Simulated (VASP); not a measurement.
BP: relaxation of cell and atoms with PBEsol

Crystal: BP.

```
CELL_PARAMETERS angstrom
0.00000 2.26009 2.26009
2.26009 0.00000 2.26009
2.26009 2.26009 0.00000
ATOMIC_POSITIONS crystal
B 0.00000 0.00000 0.00000
P 0.75000 0.75000 0.75000
```

```
Program                : VASP 6.6.1
Task                   : relaxation of cell and atoms
Functional             : PBEsol
Potentials or basis    : VASP PAW PBE potentials, release 64 (B, P)
Cutoff                 : 600 eV
k mesh                 : 10 × 10 × 10
Occupations            : gaussian, width 0.01 eV
Spin                   : no spin polarisation
Target pressure        : 3 GPa
Dipole correction      : no
Further INCAR settings : ALGO = Normal; EDIFF = 1e-07; IBRION = 2; EDIFFG = -0.001; NSW = 80; ISIF = 3
```

```
Relaxed volume                                         : 11.36 Å³/atom
Relaxed cell                                           : a = 3.179 Å, b = 3.179 Å, c = 3.179 Å, α = 60.00°, β = 60.00°, γ = 60.00°
Space group after relaxing (to 0.05 Å)                 : F-43m (No. 216)
Energy change on relaxing (the enthalpy is what falls) : +1.8 meV/atom
Ionic steps                                            : 3
Pressure after relaxing                                : 3.0 GPa
Band gap on the k mesh                                 : 1.09 eV, indirect (least direct gap 3.40 eV)
```

The path:
| step | energy change (eV) | largest force (eV/Å) | pressure (GPa) | volume (Å³) |
| --- | --- | --- | --- | --- |
| 1 | 0.0000 | 0.0000 | 0.11 | 23.09 |
| 2 | 0.0119 | 0.0000 | 5.56 | 22.40 |
| 3 | 0.0036 | 0.0000 | 3.00 | 22.71 |

Final structure:
```yaml
crystal:
  lattice:
    - [0.00000, 2.24767, 2.24767]
    - [2.24767, 0.00000, 2.24767]
    - [2.24767, 2.24767, 0.00000]
  atoms:
    - { symbol: B, position: [0.00000, 0.00000, 0.00000] }
    - { symbol: P, position: [0.75000, 0.75000, 0.75000] }
```

Levels at points of the mesh, in eV from the valence-band top:
```tsv
k point	band 1	band 2	band 3	band 4	band 5	band 6	band 7	band 8
(0.00, 0.00, 0.00)	-15.75	0.00	0.00	0.00	3.40	3.40	3.40	7.78
(0.50, 0.00, 0.00)	-12.29	-9.30	-1.80	-1.80	3.90	4.67	4.67	10.02
(0.50, 0.50, 0.00)	-10.73	-8.75	-4.25	-4.25	1.17	1.49	12.36	12.36
```

Run time: 22 s on 1 thread of Intel(R) Xeon(R) Platinum 8488C (Sapphire Rapids), with other jobs on the host, peak memory 0.15 GiB.

Caveat: the cell is relaxed towards a set pressure, so the enthalpy falls and the energy may rise; the PAW data sets were made with another functional, which shifts forces and pressure a little. A k mesh can miss the band edges.
